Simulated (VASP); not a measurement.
Input of a VASP 6.6.1 run:

The input POSCAR:

```
C
1.0
   -1.2365410000      1.2295200000      1.1244330000
    1.2823320000     -1.2778350000      1.2185390000
    1.2099060000      1.2512000000     -1.1727480000
C
1
Direct
    0.9972710000      0.0145620000      0.0193860000
```

File INCAR.step1:

```
PREC = Accurate
ENCUT = 660
ISMEAR = -1
SIGMA = 0.1
LREAL = F
LASPH = T
NELM = 120
NBANDS = 8
GGA = PE
ALGO = Normal
EDIFF = 1E-5
LWAVE = T
LCHARG = F
GGA_COMPAT = F
```

The input INCAR.step2:

```
PREC = Accurate
ENCUT = 660
EDIFF = 1E-6
ISMEAR = -1
SIGMA = 0.1
LREAL = F
LASPH = T
NELM = 120
ALGO = Normal
ISIF = 2
LWAVE = F
LCHARG = F
METAGGA = R2SCAN
LMIXTAU = T
NBANDS = 8
ISTART = 1
GGA_COMPAT = F
```

Contents of KPOINTS:

```
Automatic mesh
0
Gamma
  10 10 10
  0.5 0.5 0.5
```

Potentials or basis: VASP PAW PBE potentials, release 64 (C).

Launch:

```bash
$ cat potpaw_PBE.64/C/POTCAR > POTCAR
$ cp INCAR.step1 INCAR
$ mpirun -np 1 vasp_std > vasp.out
$ cp INCAR.step2 INCAR
$ mpirun -np 1 vasp_std > vasp.out
```

Problem. Estimate the pressure.

Solution. -9.6 GPa.

Problem. Estimate the band gap on the k mesh.

Solution. Zero (bands 2 and 3 overlap by 12.79 eV).

Stress tensor (GPa, compression positive):
```
-12.00  -6.57   4.15
 -6.57 -11.01  -4.08
  4.15  -4.08  -5.71
```

Caveat: the k points lie up to 0.38 Å⁻¹ apart, too coarse for converged energies and pressures of a metal; the PAW data sets were made with another functional, which shifts forces and pressure a little.
